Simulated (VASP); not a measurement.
# Ti in VASP: notebook

The runs below take Ti through single point, with PBE.

Program: VASP 6.6.1. These are calculated values, not measurements. Logs are shortened: lines on timing, memory, paths and dates and some standing lists are left out, and cuts for length are marked.

**1. The cell of the first run**

The cell holds a slab with vacuum, 7 atoms: a = 2.938 Å, b = 2.938 Å, c = 28.952 Å, α = 90.00°, β = 90.00°, γ = 120.00°.

**2. Single point, PBE**

Contents of INCAR:

```
SYSTEM = Ti
ALGO     = Normal         ! electronic algorithm
DIPOL    = 0.5 0.5 0.500
EDIFF    = 1E-7           ! SCF threshold, eV
ENCUT    = 520            ! plane-wave cutoff, eV
GGA      = PE             ! functional
IDIPOL   = 3            
ISIF     = 2              ! what is computed and relaxed
ISMEAR   = 0              ! smearing method
LASPH    = .TRUE.         ! aspherical terms in the spheres
LCHARG   = .TRUE.         ! write CHGCAR
LDIPOL   = .TRUE.       
LELF     = .TRUE.         ! ELF
LREAL    = .FALSE.        ! projectors in reciprocal space
LVACPOTAV= .TRUE.       
LVHAR    = .TRUE.       
LWAVE    = .FALSE.        ! write WAVECAR
NBANDS   = 51             ! bands
NELM     = 60             ! most SCF steps
PREC     = Accurate       ! precision mode
SIGMA    = 0.1            ! smearing width, eV
```

Contents of KPOINTS:

```
k-points
0
G
  12 12 1
  0 0 0
```

Contents of POSCAR:

```
Ti
1.0
    2.9384580613      0.0000000000      0.0000000000
   -1.4692290307      2.5447793291      0.0000000000
    0.0000000000      0.0000000000     28.9519020424
Ti
7
Direct
    0.6666666667      0.3333333333      0.2590503377
    0.3333333333      0.6666666667      0.3393668918
    0.6666666667      0.3333333333      0.4196834459
    0.3333333333      0.6666666667      0.5000000000
    0.6666666667      0.3333333333      0.5803165541
    0.3333333333      0.6666666667      0.6606331082
    0.6666666667      0.3333333333      0.7409496623
```

Potentials or basis: VASP PAW PBE potentials, release 64 (Ti_sv).

Run with:

```
> cat potpaw_PBE.64/Ti_sv/POTCAR > POTCAR
> mpirun -np 1 vasp_std > vasp.out
```

OUTCAR:

```text
SYSTEM = Ti
   EDIFF = 1E-7
   ENCUT = 520
   GGA = PE
   ISIF = 2
   ISMEAR = 0
   LASPH = .TRUE.
   LREAL = .FALSE.
   NELM = 60
   PREC = Accurate

 ion  position               nearest neighbor table
   1  0.667  0.333  0.259-   2 2.88   2 2.88   2 2.88
   2  0.333  0.667  0.339-   1 2.88   3 2.88   1 2.88   3 2.88   1 2.88   3 2.88
   3  0.667  0.333  0.420-   2 2.88   4 2.88   2 2.88   4 2.88   2 2.88   4 2.88
   4  0.333  0.667  0.500-   3 2.88   5 2.88   3 2.88   5 2.88   3 2.88   5 2.88
   5  0.667  0.333  0.580-   4 2.88   6 2.88   4 2.88   6 2.88   4 2.88   6 2.88
   6  0.333  0.667  0.661-   7 2.88   5 2.88   7 2.88   5 2.88   7 2.88   5 2.88
   7  0.667  0.333  0.741-   6 2.88   6 2.88   6 2.88

  LATTYP: Found a hexagonal cell.
 ALAT       =     2.9384580613
 C/A-ratio  =     9.8527531918

  Lattice vectors:

 A1 = (   2.9384580613,   0.0000000000,   0.0000000000)
 A2 = (  -1.4692290307,   2.5447793291,   0.0000000000)
 A3 = (   0.0000000000,   0.0000000000,  28.9519020424)

Analysis of symmetry for initial positions (statically):
=====================================================================
 Subroutine PRICEL returns:
 Original cell was already a primitive cell.

 Routine SETGRP: Setting up the symmetry group for a
 hexagonal supercell.

 Subroutine GETGRP returns: Found 12 space group operations
 (whereof 12 operations were pure point group operations)
 out of a pool of 24 trial point group operations.

The static configuration has the point symmetry D_3h.

Analysis of symmetry for dynamics (positions and initial velocities):
=====================================================================
 Subroutine PRICEL returns:
 Original cell was already a primitive cell.

 Routine SETGRP: Setting up the symmetry group for a
 hexagonal supercell.

 Subroutine GETGRP returns: Found 12 space group operations
 (whereof 12 operations were pure point group operations)
 out of a pool of 24 trial point group operations.

The dynamic configuration has the point symmetry D_3h.

 Subroutine INISYM returns: Found 12 space group operations
 (whereof 12 operations are pure point group operations),
 and found     1 'primitive' translations

----------------------------------------------------------------------------------------

                                     Primitive cell

  volume of cell :     216.4944

  direct lattice vectors                    reciprocal lattice vectors
     2.938458061  0.000000000  0.000000000     0.340314539  0.196480691  0.000000000
    -1.469229031  2.544779329  0.000000000     0.000000000  0.392961381  0.000000000
     0.000000000  0.000000000 28.951902042     0.000000000  0.000000000  0.034540045

  length of vectors
     2.938458061  2.938458061 28.951902042     0.392961381  0.392961381  0.034540045

  position of ions in fractional coordinates (direct lattice)
     0.666666667  0.333333333  0.259050338
     0.333333333  0.666666667  0.339366892
     0.666666667  0.333333333  0.419683446
     0.333333333  0.666666667  0.500000000
     0.666666667  0.333333333  0.580316554
     0.333333333  0.666666667  0.660633108
     0.666666667  0.333333333  0.740949662

  ion indices of the primitive-cell ions
   primitive index   ion index
                 1           1
                 2           2
                 3           3
                 4           4
                 5           5
                 6           6
                 7           7

----------------------------------------------------------------------------------------

 KPOINTS: k-points

Automatic generation of k-mesh.
 Grid dimensions read from file:
 generate k-points for:   12   12    1

 Generating k-lattice:

  Cartesian coordinates                     Fractional coordinates (reciprocal lattice)
     0.028359545  0.016373391  0.000000000     0.083333333  0.000000000  0.000000000
     0.000000000  0.032746782  0.000000000     0.000000000  0.083333333  0.000000000
     0.000000000  0.000000000  0.034540045     0.000000000  0.000000000  1.000000000

  Length of vectors
     0.032746782  0.032746782  0.034540045

  Shift w.r.t. Gamma in fractional coordinates (k-lattice)
     0.000000000  0.000000000  0.000000000

 Subroutine IBZKPT returns following result:
 ===========================================

 Found     19 irreducible k-points:

 Following reciprocal coordinates:
            Coordinates               Weight
  0.000000  0.000000  0.000000      1.000000
  0.083333 -0.000000  0.000000      6.000000
  0.166667  0.000000  0.000000      6.000000
  0.250000  0.000000  0.000000      6.000000
  0.333333  0.000000  0.000000      6.000000
  0.416667  0.000000  0.000000      6.000000
[... 11 lines left out ...]
  0.333333  0.250000  0.000000     12.000000
  0.333333  0.333333  0.000000      2.000000
   k-points           NKPTS =     19   k-points in BZ     NKDIM =     19   number of bands    NBANDS=     51
   number of dos      NEDOS =    301   number of ions     NIONS =      7
   total plane-waves  NPLWV = 124416
   dimension x,y,z NGX =    24 NGY =   24 NGZ =  216
   dimension x,y,z NGXF=    48 NGYF=   48 NGZF=  432
   ions per type =               7
   NGX,Y,Z   is equivalent  to a cutoff of  13.58, 13.58, 12.40 a.u.
   NGXF,Y,Z  is equivalent  to a cutoff of  27.16, 27.16, 24.81 a.u.
 SYSTEM =  Ti
   PREC   = accura    normal or accurate (medium, high low for compatibility)
   ISTART =      0    job   : 0-new  1-cont  2-samecut
   ICHARG =      2    charge: 1-file 2-atom 10-const
   ISPIN  =      1    spin polarized calculation?
   LNONCOLLINEAR =      F non collinear calculations
   LSORBIT =      F    spin-orbit coupling
   LASPH  =      T    aspherical Exc in radial PAW
   ENCUT  =  520.0 eV  38.22 Ry    6.18 a.u.   5.46  5.46 53.83*2*pi/ulx,y,z
   NELM   =     60;   NELMIN=  2; NELMDL= -5     # of ELM steps
   EDIFF  = 0.1E-06   stopping-criterion for ELM
   LREAL  =      F    real-space projection
   EDIFFG = 0.1E-05   stopping-criterion for IOM
   NSW    =      0    number of steps for IOM
   IBRION =     -1    ionic relax: 0-MD 1-quasi-New 2-CG
   NFREE  =      0    steps in history (QN), initial steepest desc. (CG)
   ISIF   =      2    stress and relaxation
   ISYM   =      2    0-nonsym 1-usesym 2-fastsym
   POTIM  = 0.5000    time-step for ionic-motion
   TEBEG  =    0.0;   TEEND  =   0.0 temperature during run
   PSTRESS=    0.0 pullay stress
   NELECT =      84.0000    total number of electrons
   NUPDOWN=      -1.0000    fix difference up-down
   EMIN   =  10.00;   EMAX   =-10.00  energy-range for DOS
   EFERMI =   0.00;   METHOD = LEGACY
   ISMEAR =     0;   SIGMA  =   0.10  broadening in eV -4-tet -1-fermi 0-gaus
   EFERMI_NEDOS =   21; number of points for ismear=-14 and -15
   IALGO  =     38    algorithm
   IMIX   =      4    mixing-type and parameters
     AMIX     =   0.40;   BMIX     =  1.00
     AMIX_MAG =   1.60;   BMIX_MAG =  1.00
  volume/ion in A,a.u.               =      30.93       208.71
  Fermi-wavevector in a.u.,A,eV,Ry     =   1.194040  2.256409 19.398268  1.425732
  Thomas-Fermi vector in A             =   2.330040
   LORBIT       =      0    0 simple, 1 ext, 2 COOP (PROOUT), +10 PAW based schemes
   GGA     = PE    functional components
   LHFCALC =     F    Hartree Fock is set to
   AEXX    =    0.0000 exact exchange contribution
   IVDW    =     0    specifies the selected vdW correction
   LEPSILON=     F    determine dielectric tensor
   LRPA    =     F    only Hartree local field effects (RPA)
 non-spin polarized calculation
 Gauss-broadening in eV      SIGMA  =   0.10
  energy-cutoff  :      520.00
  volume of cell :      216.49
 maximum number of plane-waves:      5935
 NGX is ok and might be reduce to    24
   NGX = 11   NGY = 11   NGZ =107

 dipolmoment           0.000000      0.000000      0.000000 electrons x Angstroem

 number of electron      83.9999987 magnetization

 dipolmoment           0.000000      0.000000     -0.000000 electrons x Angstroem

 Free energy of the ion-electron system (eV)
  ---------------------------------------------------
  ext. energy  EPLUGINS =         0.00000000
  ---------------------------------------------------
  free energy    TOTEN  =       -52.93744794 eV

  energy without entropy =      -52.87825001  energy(sigma->0) =      -52.90784897

 E-fermi :   2.8449     XC(G=0):  -7.1873

 val. band max:        2.8285633822   @ k =   0.3333   0.1667   0.0000
 cond. band min:       2.8464389138   @ k =   0.0833   0.0833   0.0000
 fundamental gap:      0.0178755316
 Fermi energy:         2.8448895220

 k-point     1 :       0.0000    0.0000    0.0000
  band No.  band energies     occupation
      1     -54.1212      2.00000
      2     -54.1212      2.00000
      3     -54.0111      2.00000
      4     -53.9562      2.00000
      5     -53.9309      2.00000
      6     -53.8842      2.00000
[... 43 lines left out ...]
     50       3.6052      0.00000
     51       3.6743      0.00000

 k-point     2 :       0.0833   -0.0000    0.0000
  band No.  band energies     occupation
      1     -54.1162      2.00000
      2     -54.1162      2.00000
      3     -54.0049      2.00000
      4     -53.9507      2.00000
      5     -53.9264      2.00000
      6     -53.8806      2.00000
[... 43 lines left out ...]
     50       3.7018      0.00000
     51       3.7284      0.00000

 k-point     3 :       0.1667    0.0000    0.0000
  band No.  band energies     occupation
      1     -54.1025      2.00000
      2     -54.1025      2.00000
      3     -53.9876      2.00000
      4     -53.9353      2.00000
      5     -53.9140      2.00000
      6     -53.8710      2.00000
[... 43 lines left out ...]
     50       3.8407      0.00000
     51       3.8600      0.00000
[... 757 lines left out ...]
 k-point    18 :       0.3333    0.2500    0.0000
  band No.  band energies     occupation
      1     -54.0390      2.00000
      2     -54.0390      2.00000
      3     -53.9008      2.00000
      4     -53.8569      2.00000
      5     -53.8556      2.00000
      6     -53.8339      2.00000
[... 43 lines left out ...]
     50       3.3099      0.00000
     51       4.2244      0.00000

 k-point    19 :       0.3333    0.3333    0.0000
  band No.  band energies     occupation
      1     -54.0365      2.00000
      2     -54.0365      2.00000
      3     -53.8969      2.00000
      4     -53.8530      2.00000
      5     -53.8530      2.00000
      6     -53.8333      2.00000
[... 43 lines left out ...]
     50       3.1405      0.00003
     51       4.3339      0.00000

------------------------ aborting loop because EDIFF is reached ----------------------------------------

  FORCE on cell =-STRESS in cart. coord.  units (eV):
  Direction    XX          YY          ZZ          XY          YZ          ZX
  --------------------------------------------------------------------------------------
  -------------------------------------------------------------------------------------
  Total       -1.8342755     -1.8342755     -2.1953718      0.0000000     -0.0000000      0.0000000
  in kB      -13.5746432    -13.5746432    -16.2469537      0.0000000     -0.0000000      0.0000000
  external PRESSURE =     -14.4654134 kB  Pullay stress =       0.0000000 kB

 VOLUME and BASIS-vectors are now :
 -----------------------------------------------------------------------------
  energy-cutoff  :      520.00
  volume of cell :      216.49
      direct lattice vectors                 reciprocal lattice vectors
     2.938458061  0.000000000  0.000000000     0.340314539  0.196480691  0.000000000
    -1.469229031  2.544779329  0.000000000     0.000000000  0.392961381  0.000000000
     0.000000000  0.000000000 28.951902042     0.000000000  0.000000000  0.034540045

 POSITION                                       TOTAL-FORCE (eV/Angst)
 -----------------------------------------------------------------------------------
      1.46923      0.84826      7.50000         0.000000     -0.000000      0.546681
     -0.00000      1.69652      9.82532         0.000000     -0.000000     -0.635169
      1.46923      0.84826     12.15063         0.000000     -0.000000      0.093716
     -0.00000      1.69652     14.47595        -0.000000      0.000000     -0.000000
      1.46923      0.84826     16.80127         0.000000     -0.000000     -0.093716
     -0.00000      1.69652     19.12659         0.000000     -0.000000      0.635169
      1.46923      0.84826     21.45190        -0.000000     -0.000000     -0.546681
 -----------------------------------------------------------------------------------
    total drift:                               -0.000000      0.000000     -0.000000

  FREE ENERGIE OF THE ION-ELECTRON SYSTEM (eV)
  ---------------------------------------------------
  free  energy   TOTEN  =       -52.9374479421 eV

  energy  without entropy=      -52.8782500076  energy(sigma->0) =      -52.90784897

 vacuum level on the upper side and lower side of the slab         7.321         7.321
```

Run time: 17 min. Hardware: 1 thread of Intel Xeon 8259CL, shared host; peak memory 0.43 GiB.

What came out:

- Free energy: -52.9374 eV
- Largest force: 0.635 eV/Å
- Band gap on the k mesh: zero (bands 42 and 43 overlap by 0.99 eV)

Forces on the atoms (eV/Å):
```
Ti   0.000  0.000  0.547
Ti   0.000  0.000 -0.635
Ti   0.000  0.000  0.094
Ti   0.000  0.000  0.000
Ti   0.000  0.000 -0.094
Ti   0.000  0.000  0.635
Ti   0.000  0.000 -0.547
```

**3. Single point, PBE**

Contents of INCAR:

```
SYSTEM = Ti
PREC = Accurate ; ENCUT = 520
EDIFF = 1E-7 ; ISMEAR = 0
SIGMA = 0.1 ; LREAL = .FALSE.
LASPH = .TRUE. ; NELM = 60
ALGO = Normal ; ISIF = 2
LWAVE = .FALSE. ; LCHARG = .FALSE.
LDIPOL = .TRUE. ; IDIPOL = 3
DIPOL = 0.5 0.5 0.500 ; GGA = PE
NBANDS = 51
```

Contents of KPOINTS:

```
Automatic mesh
0
G
  12 12 1
  0 0 0
```

Contents of POSCAR:

```
Ti
1.0
    2.9384580613      0.0000000000      0.0000000000
   -1.4692290307      2.5447793291      0.0000000000
    0.0000000000      0.0000000000     28.9519020424
Ti
7
Direct
    0.6666666667      0.3333333333      0.2629098117
    0.3333333333      0.6666666667      0.3375504342
    0.6666666667      0.3333333333      0.4202235167
    0.3333333333      0.6666666667      0.4999999911
    0.6666666667      0.3333333333      0.5797764751
    0.3333333333      0.6666666667      0.6624495773
    0.6666666667      0.3333333333      0.7370901939
```

Potentials or basis: VASP PAW PBE potentials, release 64 (Ti_sv).

Run with:

```
> cat potpaw_PBE.64/Ti_sv/POTCAR > POTCAR
> mpirun -np 1 vasp_std > vasp.out
```

Run time: 20 min. Hardware: 1 thread of Intel Xeon 8259CL, shared host; peak memory 0.43 GiB.

The run converged. Its results:

```yaml
Free_energy: -53.0497 eV
Largest_force: 0.019 eV/Å
Band_gap_on_the_k_mesh: zero (bands 42 and 43 overlap by 0.99 eV)
```

Forces in eV/Å, atoms in the order of the input:
```
Ti   0.000  0.000  0.019
Ti   0.000  0.000 -0.014
Ti   0.000  0.000  0.012
Ti   0.000  0.000  0.000
Ti   0.000  0.000 -0.012
Ti   0.000  0.000  0.014
Ti   0.000  0.000 -0.019
```

Levels at points of the mesh, in eV from the Fermi level:
| k point | band 38 | band 39 | band 40 | band 41 | band 42 | band 43 | band 44 | band 45 | band 46 | band 47 |
| --- | --- | --- | --- | --- | --- | --- | --- | --- | --- | --- |
| (0.00, 0.00, 0.00) | 0.24 | 0.25 | 0.52 | 0.60 | 0.60 | 0.64 | 0.64 | 0.66 | 0.66 | 0.67 |
| (0.50, 0.00, 0.00) | -1.05 | -0.96 | -0.82 | -0.69 | 0.25 | 0.38 | 0.54 | 0.74 | 1.05 | 1.05 |
